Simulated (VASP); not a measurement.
# Ti (Fm-3m) in VASP: further runs

Runs on Ti. Level: LDA. Tasks: single point.

Program: VASP 6.6.1. These are calculated values, not measurements. Logs are shortened: lines on timing, memory, paths and dates and some standing lists are left out, and cuts for length are marked.

## Step 1: The cell of the first run

Symmetry: Fm-3m, No. 225, cubic system. The conventional cell has a = 4.113 Å, b = 4.113 Å, c = 4.113 Å, α = 90.00°, β = 90.00°, γ = 90.00°. Ti (site symmetry m-3m) has 12 Ti at 2.91 Å within 3.8 Å.

## Step 2: Single point, LDA

The input, INCAR:

```
SYSTEM = Ti
  ALGO = Normal
  EDIFF = 1E-7
  ENCUT = 520
  ISIF = 2
  ISMEAR = 0
  LASPH = .True.
  LCHARG = .False.
  LREAL = .False.
  LWAVE = .False.
  NBANDS = 12
  NELM = 60
  PREC = Accurate
  SIGMA = 0.2
```

The input, KPOINTS:

```
k-points
0
Gamma
  10 10 10
  0 0 0
```

The input, POSCAR:

```
Ti
1.0
    0.0000000000      2.0567135898      2.0567135898
    2.0567135898      0.0000000000      2.0567135898
    2.0567135898      2.0567135898      0.0000000000
Ti
1
Direct
    0.0000000000      0.0000000000      0.0000000000
```

Potentials or basis: VASP PAW LDA potentials, release 64 (Ti_sv).

Started as:

```console
$ cat potpaw_LDA.64/Ti_sv/POTCAR > POTCAR
$ mpirun -np 1 vasp_std > vasp.out
```

OUTCAR:

```text
SYSTEM = Ti
   EDIFF = 1E-7
   ENCUT = 520
   ISIF = 2
   ISMEAR = 0
   LASPH = .True.
   LREAL = .False.
   NELM = 60
   PREC = Accurate

 ion  position               nearest neighbor table
   1  0.000  0.000  0.000-

  LATTYP: Found a face centered cubic cell.
 ALAT       =     4.1134271796

  Lattice vectors:

 A1 = (   0.0000000000,   2.0567135898,   2.0567135898)
 A2 = (   2.0567135898,   0.0000000000,   2.0567135898)
 A3 = (   2.0567135898,   2.0567135898,   0.0000000000)

Analysis of symmetry for initial positions (statically):
=====================================================================
 Subroutine PRICEL returns:
 Original cell was already a primitive cell.

 Routine SETGRP: Setting up the symmetry group for a
 face centered cubic supercell.

 Subroutine GETGRP returns: Found 48 space group operations
 (whereof 48 operations were pure point group operations)
 out of a pool of 48 trial point group operations.

The static configuration has the point symmetry O_h .

Analysis of symmetry for dynamics (positions and initial velocities):
=====================================================================
 Subroutine PRICEL returns:
 Original cell was already a primitive cell.

 Routine SETGRP: Setting up the symmetry group for a
 face centered cubic supercell.

 Subroutine GETGRP returns: Found 48 space group operations
 (whereof 48 operations were pure point group operations)
 out of a pool of 48 trial point group operations.

The dynamic configuration has the point symmetry O_h .

 Subroutine INISYM returns: Found 48 space group operations
 (whereof 48 operations are pure point group operations),
 and found     1 'primitive' translations

----------------------------------------------------------------------------------------

                                     Primitive cell

  volume of cell :      17.4001

  direct lattice vectors                    reciprocal lattice vectors
     0.000000000  2.056713590  2.056713590    -0.243106285  0.243106285  0.243106285
     2.056713590  0.000000000  2.056713590     0.243106285 -0.243106285  0.243106285
     2.056713590  2.056713590  0.000000000     0.243106285  0.243106285 -0.243106285

  length of vectors
     2.908632253  2.908632253  2.908632253     0.421072437  0.421072437  0.421072437

  position of ions in fractional coordinates (direct lattice)
     0.000000000  0.000000000  0.000000000

  ion indices of the primitive-cell ions
   primitive index   ion index
                 1           1

----------------------------------------------------------------------------------------

 KPOINTS: k-points

Automatic generation of k-mesh.
 Grid dimensions read from file:
 generate k-points for:   10   10   10

 Generating k-lattice:

  Cartesian coordinates                     Fractional coordinates (reciprocal lattice)
    -0.024310628  0.024310628  0.024310628     0.100000000  0.000000000  0.000000000
     0.024310628 -0.024310628  0.024310628     0.000000000  0.100000000  0.000000000
     0.024310628  0.024310628 -0.024310628     0.000000000  0.000000000  0.100000000

  Length of vectors
     0.042107244  0.042107244  0.042107244

  Shift w.r.t. Gamma in fractional coordinates (k-lattice)
     0.000000000  0.000000000  0.000000000

 Subroutine IBZKPT returns following result:
 ===========================================

 Found     47 irreducible k-points:

 Following reciprocal coordinates:
            Coordinates               Weight
  0.000000  0.000000  0.000000      1.000000
  0.100000  0.000000  0.000000      8.000000
  0.200000  0.000000  0.000000      8.000000
  0.300000  0.000000  0.000000      8.000000
  0.400000  0.000000  0.000000      8.000000
  0.500000  0.000000  0.000000      4.000000
[... 16 lines left out ...]
  0.300000  0.300000  0.000000      6.000000
  0.400000  0.300000  0.000000     24.000000
 [... further k-points ...]
   k-points           NKPTS =     47   k-points in BZ     NKDIM =     47   number of bands    NBANDS=     12
   number of dos      NEDOS =    301   number of ions     NIONS =      1
   total plane-waves  NPLWV =  13824
   dimension x,y,z NGX =    24 NGY =   24 NGZ =   24
   dimension x,y,z NGXF=    48 NGYF=   48 NGZF=   48
   ions per type =               1
   NGX,Y,Z   is equivalent  to a cutoff of  13.72, 13.72, 13.72 a.u.
   NGXF,Y,Z  is equivalent  to a cutoff of  27.43, 27.43, 27.43 a.u.
 SYSTEM =  Ti
   PREC   = accura    normal or accurate (medium, high low for compatibility)
   ISTART =      0    job   : 0-new  1-cont  2-samecut
   ICHARG =      2    charge: 1-file 2-atom 10-const
   ISPIN  =      1    spin polarized calculation?
   LNONCOLLINEAR =      F non collinear calculations
   LSORBIT =      F    spin-orbit coupling
   LASPH  =      T    aspherical Exc in radial PAW
   ENCUT  =  520.0 eV  38.22 Ry    6.18 a.u.   5.41  5.41  5.41*2*pi/ulx,y,z
   NELM   =     60;   NELMIN=  2; NELMDL= -5     # of ELM steps
   EDIFF  = 0.1E-06   stopping-criterion for ELM
   LREAL  =      F    real-space projection
   EDIFFG = 0.1E-05   stopping-criterion for IOM
   NSW    =      0    number of steps for IOM
   IBRION =     -1    ionic relax: 0-MD 1-quasi-New 2-CG
   NFREE  =      0    steps in history (QN), initial steepest desc. (CG)
   ISIF   =      2    stress and relaxation
   ISYM   =      2    0-nonsym 1-usesym 2-fastsym
   POTIM  = 0.5000    time-step for ionic-motion
   TEBEG  =    0.0;   TEEND  =   0.0 temperature during run
   PSTRESS=    0.0 pullay stress
   NELECT =      12.0000    total number of electrons
   NUPDOWN=      -1.0000    fix difference up-down
   EMIN   =  10.00;   EMAX   =-10.00  energy-range for DOS
   EFERMI =   0.00;   METHOD = LEGACY
   ISMEAR =     0;   SIGMA  =   0.20  broadening in eV -4-tet -1-fermi 0-gaus
   EFERMI_NEDOS =   21; number of points for ismear=-14 and -15
   IALGO  =     38    algorithm
   IMIX   =      4    mixing-type and parameters
     AMIX     =   0.40;   BMIX     =  1.00
     AMIX_MAG =   1.60;   BMIX_MAG =  1.00
  volume/ion in A,a.u.               =      17.40       117.42
  Fermi-wavevector in a.u.,A,eV,Ry     =   1.446388  2.733277 28.463902  2.092038
  Thomas-Fermi vector in A             =   2.564462
   LORBIT       =      0    0 simple, 1 ext, 2 COOP (PROOUT), +10 PAW based schemes
   GGA     = CA    functional components
   LHFCALC =     F    Hartree Fock is set to
   AEXX    =    0.0000 exact exchange contribution
   IVDW    =     0    specifies the selected vdW correction
   LEPSILON=     F    determine dielectric tensor
   LRPA    =     F    only Hartree local field effects (RPA)
 non-spin polarized calculation
 Gauss-broadening in eV      SIGMA  =   0.20
  energy-cutoff  :      520.00
  volume of cell :       17.40
 maximum number of plane-waves:       495
 NGX is ok and might be reduce to    24
   NGX = 11   NGY = 11   NGZ = 11

 number of electron      12.0000002 magnetization

 Free energy of the ion-electron system (eV)
  ---------------------------------------------------
  ext. energy  EPLUGINS =         0.00000000
  ---------------------------------------------------
  free energy    TOTEN  =        -8.47538663 eV

  energy without entropy =       -8.43974893  energy(sigma->0) =       -8.45756778

 E-fermi :   7.9694     XC(G=0): -11.7748

 val. band max:        7.9619015696   @ k =  -0.2000   0.1000   0.0000
 cond. band min:       8.0483291853   @ k =   0.5000   0.1000   0.0000
 fundamental gap:      0.0864276157
 Fermi energy:         7.9694489125

 k-point     1 :       0.0000    0.0000    0.0000
  band No.  band energies     occupation
      1     -48.0509      2.00000
      2     -24.2827      2.00000
      3     -24.2827      2.00000
      4     -24.2827      2.00000
      5       1.9494      2.00000
      6       8.8119      0.00000
      7       8.8119      0.00000
      8       8.8119      0.00000
      9      10.4114      0.00000
     10      10.4114      0.00000
     11      23.3038      0.00000
     12      27.6783      0.00000

 k-point     2 :       0.1000    0.0000    0.0000
  band No.  band energies     occupation
      1     -48.0388      2.00000
      2     -24.3507      2.00000
      3     -24.2913      2.00000
      4     -24.2913      2.00000
      5       2.2697      2.00000
      6       8.6240      0.00000
      7       8.9217      0.00000
      8       8.9217      0.00000
      9      10.3459      0.00000
     10      10.3459      0.00000
     11      23.5083      0.00000
     12      25.7081      0.00000

 k-point     3 :       0.2000    0.0000    0.0000
  band No.  band energies     occupation
      1     -48.0070      2.00000
      2     -24.5259      2.00000
      3     -24.3135      2.00000
      4     -24.3135      2.00000
      5       3.1539      2.00000
      6       8.2157      0.08163
      7       9.0805      0.00000
      8       9.0805      0.00000
      9      10.3467      0.00000
     10      10.3467      0.00000
     11      22.2825      0.00000
     12      24.2835      0.00000
[... 286 lines left out ...]
 k-point    23 :       0.3000    0.3000    0.0000
  band No.  band energies     occupation
      1     -47.9399      2.00000
      2     -24.7145      2.00000
      3     -24.4414      2.00000
      4     -24.4414      2.00000
      5       4.8702      2.00000
      6       7.0019      2.00000
      7       9.0102      0.00000
      8      10.4199      0.00000
      9      10.4199      0.00000
     10      11.0903      0.00000
     11      22.6145      0.00000
     12      22.6162      0.00000

 k-point    24 :       0.4000    0.3000    0.0000
  band No.  band energies     occupation
      1     -47.9145      2.00000
      2     -24.8037      2.00000
      3     -24.4903      2.00000
      4     -24.4683      2.00000
      5       5.4301      2.00000
      6       6.7662      2.00000
      7       8.9254      0.00000
      8      10.5468      0.00000
      9      11.3527      0.00000
     10      11.4422      0.00000
     11      20.2265      0.00000
     12      21.4367      0.00000

 [... further k-points ...]
[... 5 lines left out ...]
  --------------------------------------------------------------------------------------
  -------------------------------------------------------------------------------------
  Total       -0.9455010     -0.9455010     -0.9455010      0.0000000     -0.0000000      0.0000000
  in kB      -87.0604965    -87.0604965    -87.0604965      0.0000000     -0.0000000      0.0000000
  external PRESSURE =     -87.0604965 kB  Pullay stress =       0.0000000 kB

 VOLUME and BASIS-vectors are now :
 -----------------------------------------------------------------------------
  energy-cutoff  :      520.00
  volume of cell :       17.40
      direct lattice vectors                 reciprocal lattice vectors
     0.000000000  2.056713590  2.056713590    -0.243106285  0.243106285  0.243106285
     2.056713590  0.000000000  2.056713590     0.243106285 -0.243106285  0.243106285
     2.056713590  2.056713590  0.000000000     0.243106285  0.243106285 -0.243106285

 POSITION                                       TOTAL-FORCE (eV/Angst)
 -----------------------------------------------------------------------------------
      0.00000      0.00000      0.00000         0.000000      0.000000      0.000000
 -----------------------------------------------------------------------------------
    total drift:                                0.000000     -0.000000     -0.000000

  FREE ENERGIE OF THE ION-ELECTRON SYSTEM (eV)
  ---------------------------------------------------
  free  energy   TOTEN  =        -8.4753866311 eV

  energy  without entropy=       -8.4397489297  energy(sigma->0) =       -8.45756778
```

Run time: 13 s. Hardware: 1 thread of AMD EPYC 7R43 (Zen 3), shared host; peak memory 0.09 GiB.

What came out:

```
Free energy            : -8.4754 eV
Pressure               : -8.7 GPa
Band gap on the k mesh : zero (band 6 reaches 8.81 eV, above the bottom of band 7 at 7.71 eV)
```

## Step 3: Single point, LDA

This run uses another cell than the first one, of 18.07 Å³/atom, 1.038 times its volume.

The input, INCAR:

```
  PREC = Accurate
  ENCUT = 520
  EDIFF = 1E-6
  ISMEAR = 0
  SIGMA = 0.2
  LREAL = False
  LASPH = True
  NELM = 60
  ALGO = Normal
  ISIF = 2
  LWAVE = False
  LCHARG = True
  GGA = CA
  LELF = True
  LVHAR = True
  NBANDS = 12
```

The input, KPOINTS:

```
regular mesh
0
Gamma
  10 10 10
```

The input, POSCAR:

```
Ti
1.0
    0.0000000000      2.0827507031      2.0827507031
    2.0827507031      0.0000000000      2.0827507031
    2.0827507031      2.0827507031      0.0000000000
Ti
1
Direct
    0.0000000000      0.0000000000      0.0000000000
```

Potentials or basis: VASP PAW LDA potentials, release 64 (Ti_sv).

Started as:

```console
$ cat potpaw_LDA.64/Ti_sv/POTCAR > POTCAR
$ mpirun -np 1 vasp_std > vasp.out
```

Wall time 17 s (1 thread of AMD EPYC 7R43 (Zen 3), shared host); peak memory 0.09 GiB.

The run converged. Its results:

```
Free energy            : -8.4325 eV
Pressure               : -11.8 GPa
Band gap on the k mesh : zero (band 6 reaches 8.39 eV, above the bottom of band 7 at 7.32 eV)
```

Levels at points of the mesh, in eV from the Fermi level:
| k point | band 2 | band 3 | band 4 | band 5 | band 6 | band 7 | band 8 | band 9 | band 10 | band 11 |
| --- | --- | --- | --- | --- | --- | --- | --- | --- | --- | --- |
| (0.00, 0.00, 0.00) | -32.36 | -32.36 | -32.36 | -5.93 | 0.82 | 0.82 | 0.82 | 2.33 | 2.33 | 15.13 |
| (0.50, 0.00, 0.00) | -32.96 | -32.44 | -32.44 | -2.50 | 0.64 | 0.70 | 0.70 | 3.38 | 3.38 | 7.77 |
| (0.50, 0.50, 0.00) | -32.92 | -32.57 | -32.57 | -2.45 | -1.62 | 2.74 | 3.35 | 3.65 | 3.65 | 10.11 |

## Step 4: Single point, LDA

This run uses another cell than the first one, of 18.74 Å³/atom, 1.077 times its volume.

The input, INCAR:

```
SYSTEM = Ti
  ALGO = Normal
  EDIFF = 1E-6
  ENCUT = 520
  GGA = CA
  ISIF = 2
  ISMEAR = 0
  LASPH = .True.
  LCHARG = .False.
  LREAL = .False.
  LWAVE = .False.
  NBANDS = 12
  NELM = 100
  PREC = Accurate
  SIGMA = 0.2
```

The input, KPOINTS:

```
k-points
0
Gamma
  10 10 10
  0 0 0
```

The input, POSCAR:

```
Ti
1.0
    0.0000000000      2.1081526054      2.1081526054
    2.1081526054      0.0000000000      2.1081526054
    2.1081526054      2.1081526054      0.0000000000
Ti
1
Direct
    0.0000000000      0.0000000000      0.0000000000
```

Started as:

```console
$ cat potpaw_LDA.64/Ti_sv/POTCAR > POTCAR
$ mpirun -np 1 vasp_std > vasp.out
```

Run time: 14 s. Hardware: 1 thread of AMD EPYC 7R43 (Zen 3), shared host; peak memory 0.1 GiB.

It converged, with:

| Item | Value |
| --- | --- |
| Free energy | -8.3777 eV |
| Pressure | -14.4 GPa |
| Band gap on the k mesh | zero (band 6 reaches 8.00 eV, above the bottom of band 7 at 6.96 eV) |

Levels at points of the mesh, in eV from the Fermi level:
```csv
k point,band 4,band 5,band 6,band 7,band 8,band 9
"(0.00, 0.00, 0.00)",-32.46,-5.84,0.79,0.79,0.79,2.23
"(0.50, 0.00, 0.00)",-32.53,-2.42,0.57,0.68,0.68,3.22
"(0.50, 0.50, 0.00)",-32.65,-2.34,-1.53,2.60,3.20,3.49
```

## Step 5: Overview

| cell | gap on the mesh (eV) | pressure (GPa) |
| --- | --- | --- |
| a = 2.909 Å, angles 60.0°, 1 atom | none | -8.7 |
| a = 2.945 Å, angles 60.0°, 1 atom | none | -11.8 |
| a = 2.981 Å, angles 60.0°, 1 atom | none | -14.4 |

Alike in all rows: task single point; level LDA; potentials or basis VASP PAW LDA potentials, release 64 (Ti_sv); no spin polarisation; k mesh 10 × 10 × 10; cutoff (eV) 520; smearing gaussian 0.2 eV.

Total energies depend on the potentials used, so only differences within one code and one set of settings carry meaning.
